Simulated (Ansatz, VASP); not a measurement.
Two plane-wave programs on CdTe

```
CELL_PARAMETERS angstrom
0.00000 3.52374 3.27790
3.27790 0.00000 3.27790
3.27790 3.52374 0.00000
ATOMIC_POSITIONS crystal
Cd 0.00000 0.00000 0.00000
Te 0.75000 0.75000 0.75000
```

Change from the starting cell: strain +0.0750 x Voigt [0, 1, 0, 0, 0, 0], atoms carried along.

Alike in both runs: task single point; functional r2SCAN; k mesh 8 × 8 × 8; occupations gaussian, width 0.05 eV; no spin polarisation.

|  | VASP | Ansatz |
| --- | --- | --- |
| version | VASP 6.6.1 | Ansatz 0.2.0 |
| potentials or method | VASP PAW PBE potentials, release 64 (Cd, Te), cutoff 520 eV | scalar-relativistic, plane waves, PAW |
| valence electrons in the cell | 18 | 36 |

```tsv
	VASP	Ansatz	Ansatz less VASP
gap on the k mesh at the Fermi level (eV)	0.83	0.84	+0.010
least direct gap on the mesh (eV)	0.83	0.84	+0.010
pressure (GPa)	-2.4	-2.5	-0.07
traceless stress, the component that is largest in VASP (GPa)	-1.01	-1.01	+0.001
```

VASP's potentials were made for PBE, not for r2SCAN. VASP's potentials hold 18 valence electrons a cell and Ansatz's 36, so a difference there can come from the potentials and not from the codes.

Spin-orbit coupling is off throughout.
